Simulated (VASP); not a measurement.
Write the native input for VASP 6.6.1 that does the following.

```
Task                   : single point
Functional             : LDA
Potentials or basis    : VASP PAW LDA potentials, release 64 (Pt_sv_GW)
Cutoff                 : 570 eV
k mesh                 : 21 × 21 × 10
Occupations            : gaussian, width 0.15 eV
Spin                   : no spin polarisation
Dipole correction      : no
Further INCAR settings : ALGO = Normal; EDIFF = 1e-06; NBANDS = 25
```

The structure of Pt lies in POSCAR:

```
Pt
1.0
    2.6244633715      0.0000000000      0.0000000000
   -1.3122316858      2.2728519510      0.0000000000
    0.0000000000      0.0000000000      4.5317559673
Pt
2
Direct
    0.6666666667      0.3333333333      0.7500000000
    0.3333333333      0.6666666667      0.2500000000
```

This isn't the form of Pt at room conditions, which is fcc.

The input as run:

INCAR

```
SYSTEM = Pt
ALGO = Normal ; EDIFF = 1E-6
ENCUT = 570 ; GGA_COMPAT = .FALSE.
ISIF = 2 ; ISMEAR = 0
LASPH = .TRUE. ; LCHARG = .TRUE.
LELF = .TRUE. ; LREAL = .FALSE.
LVHAR = .TRUE. ; LWAVE = .FALSE.
NBANDS = 25 ; NELM = 120
PREC = Accurate ; SIGMA = 0.15
```

KPOINTS

```
k-points
0
G
  21 21 10
  0 0 0
```

Potentials or basis: VASP PAW LDA potentials, release 64 (Pt_sv_GW).

The run is started by

```console
$ cat potpaw_LDA.64/Pt_sv_GW/POTCAR > POTCAR
$ mpirun -np 1 vasp_std > vasp.out
```

Results of the run:

```
Pressure               : 36.4 GPa
Band gap on the k mesh : zero (bands 18 and 19 overlap by 1.65 eV)
```

Caveat: the stress differs along the axes, from 33 to 38 GPa; spin-orbit coupling is left out, which moves the levels of the heavy elements.

Wall time 110 s on 1 thread of Intel(R) Xeon(R) Platinum 8375C CPU @ 2.90GHz (Ice Lake) (shared host), peak memory 0.27 GiB.
